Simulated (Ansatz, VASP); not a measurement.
# LiC4 in VASP and in Ansatz

```
CELL_PARAMETERS angstrom
2.99848 -3.14408 0.00000
2.99848 3.14408 0.00000
0.00000 0.00000 2.37414
ATOMIC_POSITIONS crystal
Li 0.00000 0.00000 0.00000
C 0.62399 0.37601 0.00000
C 0.37601 0.62399 0.00000
C 0.66749 0.66749 0.50000
C 0.33251 0.33251 0.50000
```

Change from the starting cell: ordered vacancies on the cation sites of rutile (Cmmm, No. 65).

Alike in both runs: functional PBE; k mesh 4 × 4 × 6; occupations gaussian, width 0.1 eV; no spin polarisation.

Ansatz relaxed the structure, and its values are those at the end. VASP's run is a single point on that final structure, the one shown.

|  | VASP | Ansatz |
| --- | --- | --- |
| version | VASP 6.6.1 | Ansatz 0.2.0 |
| potentials or method | VASP PAW PBE potentials, release 64 (Li_sv, C_h), cutoff 910 eV | scalar-relativistic, plane waves, PAW |
| valence electrons in the cell | 19 | 19 |

Ansatz gave:

| Quantity | Value |
| --- | --- |
| gap on the k mesh at the Fermi level (eV) | none |
| rms of the force components (eV/Å) | 0.010 |

Q: Estimate VASP's values.

A: gap on the k mesh at the Fermi level (eV): none; rms of the force components (eV/Å): 0.014.

A gap of «none» marks a metal or a gap that the smearing closes. With one functional, cell and mesh, what is left measures potentials, basis and numerics.

The k mesh is coarse, so the values compare programs but aren't converged. Noted on VASP's run: the cutoff is short for stress, so the pressure is rough.
